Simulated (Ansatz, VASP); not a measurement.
**One calculation of CuO, two programs**

The input INCAR:

```
PREC     = Accurate       # precision mode
ENCUT    = 520            # plane-wave cutoff, eV
EDIFF    = 1E-8           # SCF threshold, eV
ISMEAR   = -1             # smearing method
SIGMA    = 0.08           # smearing width, eV
LREAL    = False          # projectors in reciprocal space
LASPH    = True           # aspherical terms in the spheres
NELM     = 80             # most SCF steps
ALGO     = Normal         # electronic algorithm
ISIF     = 2              # what is computed and relaxed
LWAVE    = False          # write WAVECAR
LCHARG   = False          # write CHGCAR
GGA      = PE             # functional
LEFG     = True         
NBANDS   = 16             # bands
```

File KPOINTS:

```
regular mesh
0
Gamma
  16 16 16
```

The input POSCAR:

```
CuO
1.0
    0.0000000000      2.1573368487      2.1573368487
    2.1573368487      0.0000000000      2.1573368487
    2.1573368487      2.1573368487      0.0000000000
Cu O
1 1
Direct
    0.0000000000      0.0000000000      0.0000000000
    0.5000000000      0.5000000000      0.5000000000
```

Input for Ansatz:

```yaml
crystal:
  lattice:
    - [0.0, 2.1573368487, 2.1573368487]
    - [2.1573368487, 0.0, 2.1573368487]
    - [2.1573368487, 2.1573368487, 0.0]
  atoms:
    - { symbol: Cu, position: [0.0, 0.0, 0.0] }
    - { symbol: O, position: [0.5, 0.5, 0.5] }
kpoints:
  mp_grid: { grid: [16, 16, 16] }
scf:
  occupations: { method: fermi_dirac, width: 0.08 }
hamiltonian:
  xc: pbe
  pseudopotentials: { kind: paw }
output:
  forces: true
  stress: true
  eigenvalues: true
  efg: { contact_densities: true }
```

Change from the starting cell: volume scaled by 1.05, PAW files.

Alike in both runs: task electric field gradients; functional PBE; k mesh 16 × 16 × 16; occupations fermi-dirac, width 0.08 eV; no spin polarisation.

|  | VASP | Ansatz |
| --- | --- | --- |
| version | VASP 6.6.1 | Ansatz 0.2.0 |
| potentials or method | VASP PAW PBE potentials, release 64 (Cu, O) | PAW with Ansatz's default frozen-core files, scalar-relativistic |
| plane-wave cutoff (eV) | 520 | 420 |
| valence electrons in the cell | 17 | 25 |

|  | VASP | Ansatz | Ansatz less VASP |
| --- | --- | --- | --- |
| pressure (GPa) | -7.5 | -7.7 | -0.16 |

The functional is the same, so the differences come from potentials, cutoffs and numerics. VASP's potentials hold 17 valence electrons a cell and Ansatz's 25, so a difference there can come from the potentials and not from the codes.
